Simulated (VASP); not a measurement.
Runs of VASP 6.6.1 on BaS. The structure is that of space group Fm-3m (No. 225), or close to it. The cells are those of the table. 

```tsv
task	level	spin	cell	gap on the mesh (eV)	pressure (GPa)
electric field gradients	PBE	off	a = 4.561 Å, angles 60.0°, 2 atoms	(b)	0.1
electric field gradients	PBE	off	a = 4.425 Å, angles 60.0°, 2 atoms	2.05	4.8
electric field gradients	PBE	off	a = 4.471 Å, angles 60.0°, 2 atoms	2.11	3.0
electric field gradients	PBEsol	off	a = 4.517 Å, angles 60.0°, 2 atoms	(a)	-0.5
single point	PBE	non-collinear, zero start, SOC	a = 4.517 Å, angles 60.0°, 2 atoms	-	1.4
```

Alike in all rows: potentials or basis VASP PAW PBE potentials, release 64 (Ba_sv, S); k mesh 7 × 7 × 7; cutoff (eV) 520; smearing fermi-dirac 0.01 eV.

**Question.** Fill in the values left out.

**Answer.** (a) 2.04; (b) 2.21.

Caveats: spin-orbit coupling is left out, which moves the levels of the heavy elements (at least some runs); an odd mesh through Γ misses points on the zone boundary, where band edges can lie (at least some runs); the cell stands under pressure (at least some runs); the PAW data sets were made with another functional, which shifts forces and pressure a little (at least some runs).

A k mesh can miss the band edges, and rows without SOC leave out spin-orbit coupling on Ba.
